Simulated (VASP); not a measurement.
# Sb (Pm-3m) in VASP: settings compared, part 2 of 2

VASP 6.6.1.

## (4) Relaxation of cell and atoms, B3LYP

File POSCAR:

```
Sb
1.0
    3.1600000000      0.0000000000      0.0000000000
    0.0000000000      3.1600000000      0.0000000000
    0.0000000000      0.0000000000      3.1600000000
Sb
1
Direct
    0.0000000000      0.0000000000      0.0000000000
```

File INCAR.step1:

```
ALGO = Normal
EDIFF = 1E-5
ENCUT = 600
GGA = PE
ISMEAR = -1
LASPH = T
LCHARG = F
LREAL = F
LWAVE = T
NBANDS = 8
NELM = 60
PREC = Accurate
SIGMA = 0.05
```

File INCAR.step2:

```
AEXX = 0.2
AGGAC = 0.81
AGGAX = 0.72
ALDAC = 0.19
ALGO = Normal
EDIFF = 1E-7
EDIFFG = -0.01
ENCUT = 600
GGA = B3
IBRION = 2
ISIF = 3
ISMEAR = -1
ISTART = 1
LASPH = T
LCHARG = F
LHFCALC = T
LREAL = F
LWAVE = F
NELM = 60
NSW = 60
PREC = Accurate
PRECFOCK = Normal
SIGMA = 0.05
```

File KPOINTS:

```
k-points
0
Gamma
  4 4 4
```

Started as:

```sh
$ cat potpaw_PBE.64/Sb/POTCAR > POTCAR
$ cp INCAR.step1 INCAR
$ mpirun -np 1 vasp_std > vasp.out
$ cp INCAR.step2 INCAR
$ mpirun -np 1 vasp_std > vasp.out
```

Wall time 3.3 min (1 thread of Intel Xeon Platinum 8259CL at 2.50GHz (Skylake/Cascade Lake), shared host); peak memory 0.17 GiB.

Results (log left out):

```yaml
Free_energy: -4.1487 eV
Relaxed_volume: 30.22 Å³/atom
Relaxed_cell: a = 3.115 Å, b = 3.115 Å, c = 3.115 Å, α = 90.00°, β = 90.00°, γ = 90.00°
Space_group_after_relaxing_to_0.05_Å: Pm-3m (No. 221)
Energy_gained_by_relaxing: 9.1 meV/atom
Ionic_steps: 3
Pressure_after_relaxing: 0.0 GPa
```

Step by step:
| step | energy change (eV) | largest force (eV/Å) | pressure (GPa) | volume (Å³) |
| --- | --- | --- | --- | --- |
| 1 | 0.0000 | 0.0000 | -2.09 | 31.55 |
| 2 | -0.0076 | 0.0000 | 0.94 | 29.71 |
| 3 | -0.0091 | 0.0000 | 0.01 | 30.22 |

Final structure:
```
Sb
1.0
     3.11481    0.00000    0.00000
     0.00000    3.11481    0.00000
     0.00000    0.00000    3.11481
Sb
1
Direct
  0.00000 0.00000 0.00000
```

Levels at points of the mesh, in eV from the Fermi level:
```
           k point  band 1  band 2  band 3  band 4  band 5  band 6
(0.00, 0.00, 0.00)  -14.12    3.48    3.48    3.48    7.38    7.38
(0.50, 0.00, 0.00)  -11.58   -6.69    5.62    5.62    9.48   11.54
(0.50, 0.50, 0.00)   -8.77   -4.49   -4.49    2.80    7.73   13.39
(0.50, 0.50, 0.50)   -5.62   -2.47   -2.47   -2.47    5.44    5.44
```

Caveat: the k points lie up to 0.50 Å⁻¹ apart in the final cell; the PAW data sets were made with another functional, which shifts forces and pressure a little; spin-orbit coupling is left out, which moves the levels of the heavy elements.

## (5) Relaxation of cell and atoms, HSE06

POSCAR is that of step 4.

File INCAR.step1:

```
SYSTEM = Sb
PREC     = Accurate       ! precision mode
ENCUT    = 600            ! plane-wave cutoff, eV
EDIFF    = 1E-5           ! SCF threshold, eV
ISMEAR   = -1             ! smearing method
SIGMA    = 0.05           ! smearing width, eV
LREAL    = .False.        ! projectors in reciprocal space
LASPH    = .True.         ! aspherical terms in the spheres
NELM     = 60             ! most SCF steps
ALGO     = Normal         ! electronic algorithm
LWAVE    = .True.         ! write WAVECAR
LCHARG   = .False.        ! write CHGCAR
GGA      = PE             ! functional
NBANDS   = 8              ! bands
```

File INCAR.step2:

```
SYSTEM = Sb
PREC     = Accurate       ! precision mode
ENCUT    = 600            ! plane-wave cutoff, eV
EDIFF    = 1E-6           ! SCF threshold, eV
ISMEAR   = -1             ! smearing method
SIGMA    = 0.05           ! smearing width, eV
LREAL    = .False.        ! projectors in reciprocal space
LASPH    = .True.         ! aspherical terms in the spheres
NELM     = 60             ! most SCF steps
ALGO     = Normal         ! electronic algorithm
ISIF     = 3              ! what is computed and relaxed
LWAVE    = .False.        ! write WAVECAR
LCHARG   = .False.        ! write CHGCAR
GGA      = PE             ! functional
LHFCALC  = .True.         ! exact exchange
HFSCREEN = 0.2079         ! screening, 1/A
PRECFOCK = Normal       
IBRION   = 2              ! ionic algorithm
NSW      = 60             ! ionic steps
EDIFFG   = -0.01          ! ionic threshold
ISTART   = 1
```

File KPOINTS:

```
regular mesh
0
Gamma
  4 4 4
  0 0 0
```

Potentials or basis: VASP PAW PBE potentials, release 64 (Sb).

Started as:

```sh
$ cat potpaw_PBE.64/Sb/POTCAR > POTCAR
$ cp INCAR.step1 INCAR
$ mpirun -np 1 vasp_std > vasp.out
$ cp INCAR.step2 INCAR
$ mpirun -np 1 vasp_std > vasp.out
```

OUTCAR:

```text
SYSTEM = Sb
   PREC = Accurate
   ENCUT = 600
   EDIFF = 1E-6
   ISMEAR = -1
   LREAL = .False.
   LASPH = .True.
   NELM = 60
   ISIF = 3
   GGA = PE
   LHFCALC = .True.
   HFSCREEN = 0.2079
   PRECFOCK = Normal
   IBRION = 2
   NSW = 60
   EDIFFG = -0.01
   ISTART = 1

 ion  position               nearest neighbor table
   1  0.000  0.000  0.000-

  LATTYP: Found a simple cubic cell.
 ALAT       =     3.1600000000

  Lattice vectors:

 A1 = (   3.1600000000,   0.0000000000,   0.0000000000)
 A2 = (   0.0000000000,   3.1600000000,   0.0000000000)
 A3 = (   0.0000000000,   0.0000000000,   3.1600000000)

Analysis of symmetry for initial positions (statically):
=====================================================================
 Subroutine PRICEL returns:
 Original cell was already a primitive cell.

 Routine SETGRP: Setting up the symmetry group for a
 simple cubic supercell.

 Subroutine GETGRP returns: Found 48 space group operations
 (whereof 48 operations were pure point group operations)
 out of a pool of 48 trial point group operations.

The static configuration has the point symmetry O_h .

Analysis of symmetry for dynamics (positions and initial velocities):
=====================================================================
 Subroutine PRICEL returns:
 Original cell was already a primitive cell.

 Routine SETGRP: Setting up the symmetry group for a
 simple cubic supercell.

 Subroutine GETGRP returns: Found 48 space group operations
 (whereof 48 operations were pure point group operations)
 out of a pool of 48 trial point group operations.

The dynamic configuration has the point symmetry O_h .

 Subroutine INISYM returns: Found 48 space group operations
 (whereof 48 operations are pure point group operations),
 and found     1 'primitive' translations

----------------------------------------------------------------------------------------

                                     Primitive cell

  volume of cell :      31.5545

  direct lattice vectors                    reciprocal lattice vectors
     3.160000000  0.000000000  0.000000000     0.316455696  0.000000000  0.000000000
     0.000000000  3.160000000  0.000000000     0.000000000  0.316455696  0.000000000
     0.000000000  0.000000000  3.160000000     0.000000000  0.000000000  0.316455696

  length of vectors
     3.160000000  3.160000000  3.160000000     0.316455696  0.316455696  0.316455696

  position of ions in fractional coordinates (direct lattice)
     0.000000000  0.000000000  0.000000000

  ion indices of the primitive-cell ions
   primitive index   ion index
                 1           1

----------------------------------------------------------------------------------------

 KPOINTS: regular mesh

Automatic generation of k-mesh.
 Grid dimensions read from file:
 generate k-points for:    4    4    4

 Generating k-lattice:

  Cartesian coordinates                     Fractional coordinates (reciprocal lattice)
     0.079113924  0.000000000  0.000000000     0.250000000  0.000000000  0.000000000
     0.000000000  0.079113924  0.000000000     0.000000000  0.250000000  0.000000000
     0.000000000  0.000000000  0.079113924     0.000000000  0.000000000  0.250000000

  Length of vectors
     0.079113924  0.079113924  0.079113924

  Shift w.r.t. Gamma in fractional coordinates (k-lattice)
     0.000000000  0.000000000  0.000000000

 Subroutine IBZKPT returns following result:
 ===========================================

 Found     10 irreducible k-points:

 Following reciprocal coordinates:
            Coordinates               Weight
  0.000000  0.000000  0.000000      1.000000
  0.250000  0.000000  0.000000      6.000000
  0.500000  0.000000  0.000000      3.000000
  0.250000  0.250000  0.000000     12.000000
  0.500000  0.250000  0.000000     12.000000
  0.500000  0.500000  0.000000      3.000000
  0.250000  0.250000  0.250000      8.000000
  0.500000  0.250000  0.250000     12.000000
  0.500000  0.500000  0.250000      6.000000
  0.500000  0.500000  0.500000      1.000000
   k-points           NKPTS =     10   k-points in BZ     NKDIM =     64   number of bands    NBANDS=      6
   number of dos      NEDOS =    301   number of ions     NIONS =      1
   total plane-waves  NPLWV =  21952
   dimension x,y,z NGX =    28 NGY =   28 NGZ =   28
   dimension x,y,z NGXF=    56 NGYF=   56 NGZF=   56
   ions per type =               1
   NGX,Y,Z   is equivalent  to a cutoff of  14.73, 14.73, 14.73 a.u.
   NGXF,Y,Z  is equivalent  to a cutoff of  29.46, 29.46, 29.46 a.u.
 SYSTEM =  Sb
   PREC   = accura    normal or accurate (medium, high low for compatibility)
   ISTART =      1    job   : 0-new  1-cont  2-samecut
   ICHARG =      0    charge: 1-file 2-atom 10-const
   ISPIN  =      1    spin polarized calculation?
   LNONCOLLINEAR =      F non collinear calculations
   LSORBIT =      F    spin-orbit coupling
   LASPH  =      T    aspherical Exc in radial PAW
   ENCUT  =  600.0 eV  44.10 Ry    6.64 a.u.   6.31  6.31  6.31*2*pi/ulx,y,z
   NELM   =     60;   NELMIN=  2; NELMDL=  0     # of ELM steps
   EDIFF  = 0.1E-05   stopping-criterion for ELM
   LREAL  =      F    real-space projection
   EDIFFG = -.1E-01   stopping-criterion for IOM
   NSW    =     60    number of steps for IOM
   IBRION =      2    ionic relax: 0-MD 1-quasi-New 2-CG
   NFREE  =      1    steps in history (QN), initial steepest desc. (CG)
   ISIF   =      3    stress and relaxation
   ISYM   =      3    0-nonsym 1-usesym 2-fastsym
   POTIM  = 0.5000    time-step for ionic-motion
   TEBEG  =    0.0;   TEEND  =   0.0 temperature during run
   PSTRESS=    0.0 pullay stress
   NELECT =       5.0000    total number of electrons
   NUPDOWN=      -1.0000    fix difference up-down
   EMIN   =  10.00;   EMAX   =-10.00  energy-range for DOS
   EFERMI =   0.00;   METHOD = LEGACY
   ISMEAR =    -1;   SIGMA  =   0.05  broadening in eV -4-tet -1-fermi 0-gaus
   EFERMI_NEDOS =   21; number of points for ismear=-14 and -15
   IALGO  =     38    algorithm
   IMIX   =      1    mixing-type and parameters
     AMIX     =   0.40;   BMIX     =  1.00
     AMIX_MAG =   1.60;   BMIX_MAG =  1.00
  volume/ion in A,a.u.               =      31.55       212.94
  Fermi-wavevector in a.u.,A,eV,Ry     =   0.885886  1.674081 10.677766  0.784794
  Thomas-Fermi vector in A             =   2.006979
   LORBIT       =      0    0 simple, 1 ext, 2 COOP (PROOUT), +10 PAW based schemes
   GGA     = PE    functional components
   LHFCALC =     T    Hartree Fock is set to
   PRECFOCK=normal    Normal, Fast or Accurate (Low or Medium for compatibility)
   ENCUT4O =  -1.0   cutoff for four orbital integrals eV
   NKREDX  =     1    reduce k-point grid by
   NKREDY  =     1    reduce k-point grid by
   NKREDZ  =     1    reduce k-point grid by
   AEXX    =    0.2500 exact exchange contribution
   HFSCREEN=    0.2079 screening length (either q_TF or 0.3 A-1)
   HFSCREENC=   0.2079 screening length for correlation (either q_TF or 0.3 A-1)
   ENCUTFOCK=  -1.0 apply spherical cutoff to Coloumb kernel
   IVDW    =     0    specifies the selected vdW correction
   LEPSILON=     F    determine dielectric tensor
   LRPA    =     F    only Hartree local field effects (RPA)
 conjugate gradient relaxation of ions
 non-spin polarized calculation
  energy-cutoff  :      600.00
  volume of cell :       31.55
 maximum number of plane-waves:      1074
 NGX is ok and might be reduce to    28
  NGX = 20; NGY = 20; NGZ = 20

--------------------------------------- Ionic step        1  -------------------------------------------

 number of electron       5.0000000 magnetization

 Free energy of the ion-electron system (eV)
  ---------------------------------------------------
  ext. energy  EPLUGINS =         0.00000000
  ---------------------------------------------------
  free energy    TOTEN  =        -4.52836754 eV

  energy without entropy =       -4.51910923  energy(sigma->0) =       -4.52373838

------------------------ aborting loop because EDIFF is reached ----------------------------------------

  FORCE on cell =-STRESS in cart. coord.  units (eV):
  Direction    XX          YY          ZZ          XY          YZ          ZX
  --------------------------------------------------------------------------------------
  -------------------------------------------------------------------------------------
  Total       -1.2480834     -1.2480834     -1.2480834     -0.0000000      0.0000000     -0.0000000
  in kB      -63.3713487    -63.3713487    -63.3713487     -0.0000000      0.0000000     -0.0000000
  external PRESSURE =     -63.3713487 kB  Pullay stress =       0.0000000 kB
[... 55 lines left out ...]
  energy  without entropy=       -4.5753284650  energy(sigma->0) =       -4.57958776

--------------------------------------- Ionic step        3  -------------------------------------------

 number of electron       5.0000000 magnetization

 Free energy of the ion-electron system (eV)
  ---------------------------------------------------
  ext. energy  EPLUGINS =         0.00000000
  ---------------------------------------------------
  free energy    TOTEN  =        -4.60981920 eV

  energy without entropy =       -4.60122956  energy(sigma->0) =       -4.60552438

 E-fermi :   8.0482     XC(G=0):  -8.2662

 val. band max:        6.9924759559   @ k =   0.2500   0.2500   0.2500
 cond. band min:       8.1291090921   @ k =   0.5000   0.2500   0.0000
 fundamental gap:      1.1366331362
 Fermi energy:         8.0481734559

 k-point     1 :       0.0000    0.0000    0.0000
  band No.  band energies     occupation
      1      -6.5793      2.00000
      2      11.6772      0.00000
      3      11.6772      0.00000
      4      11.6772      0.00000
      5      15.2047      0.00000
      6      15.2047      0.00000

 k-point     2 :       0.2500    0.0000    0.0000
  band No.  band energies     occupation
      1      -5.5363      2.00000
      2       5.3102      2.00000
      3      12.6881      0.00000
      4      12.6881      0.00000
      5      15.9990      0.00000
      6      17.2843      0.00000
[... 98 lines left out ...]
  FREE ENERGIE OF THE ION-ELECTRON SYSTEM (eV)
  ---------------------------------------------------
  free  energy   TOTEN  =        -4.6098192028 eV

  energy  without entropy=       -4.6012295562  energy(sigma->0) =       -4.60552438

 reached required accuracy - stopping structural energy minimisation
```

It took 3.7 min on 1 thread of Intel Xeon Platinum 8259CL at 2.50GHz (Skylake/Cascade Lake), shared host; peak memory 0.26 GiB.

Results:

| Quantity | Value |
| --- | --- |
| Free energy | -4.6098 eV |
| Relaxed volume | 27.92 Å³/atom |
| Relaxed cell | a = 3.034 Å, b = 3.034 Å, c = 3.034 Å, α = 90.00°, β = 90.00°, γ = 90.00° |
| Space group after relaxing (to 0.05 Å) | Pm-3m (No. 221) |
| Energy gained by relaxing | 81.5 meV/atom |
| Ionic steps | 3 |
| Pressure after relaxing | 0.0 GPa |

Step by step:
```tsv
step	energy change (eV)	largest force (eV/Å)	pressure (GPa)	volume (Å³)
1	0.0000	0.0000	-6.34	31.55
2	-0.0555	0.0000	5.18	26.19
3	-0.0815	0.0000	-0.01	27.92
```

Final structure:
```yaml
crystal:
  lattice:
    - [3.03369, 0.00000, 0.00000]
    - [0.00000, 3.03369, 0.00000]
    - [0.00000, 0.00000, 3.03369]
  atoms:
    - { symbol: Sb, position: [0.00000, 0.00000, 0.00000] }
```

Levels at points of the mesh, in eV from the Fermi level:
| k point | band 1 | band 2 | band 3 | band 4 | band 5 | band 6 |
| --- | --- | --- | --- | --- | --- | --- |
| (0.00, 0.00, 0.00) | -14.63 | 3.63 | 3.63 | 3.63 | 7.16 | 7.16 |
| (0.50, 0.00, 0.00) | -11.66 | -7.14 | 6.14 | 6.14 | 9.49 | 11.41 |
| (0.50, 0.50, 0.00) | -8.34 | -4.63 | -4.63 | 2.02 | 8.70 | 13.91 |
| (0.50, 0.50, 0.50) | -4.54 | -2.29 | -2.29 | -2.29 | 4.97 | 4.97 |

Caveat: the k points lie up to 0.52 Å⁻¹ apart in the final cell; the PAW data sets were made with another functional, which shifts forces and pressure a little; spin-orbit coupling is left out, which moves the levels of the heavy elements; the volume moved by -12 % from the deposited cell, more than functionals usually miss.

## (6) Summary

```tsv
task	level	cell	cutoff (eV)	screening parameter	gap on the mesh (eV)	pressure (GPa)	relaxed volume (Å³/atom)
single point	r2SCAN50	as given	520	-	none	-11.4	-
single point	HF	as given	520	-	none	-40.0	-
relaxation of cell and atoms	B3LYP	relaxed	600	-	none	0.0	30.22
relaxation of cell and atoms	HSE06	relaxed	600	0.2079 1/Å	none	0.0	27.92
```

Alike in all rows: potentials or basis VASP PAW PBE potentials, release 64 (Sb); no spin polarisation; k mesh 4 × 4 × 4; smearing fermi-dirac 0.05 eV.

Caveats: all runs use coarse meshes; the PAW data sets were made with another functional, which shifts forces and pressure a little; spin-orbit coupling is left out, which moves the levels of the heavy elements; the volume moved by -12 % from the deposited cell, more than functionals usually miss (some runs).

Total energies depend on the potentials used, so only differences within one code and one set of settings carry meaning.
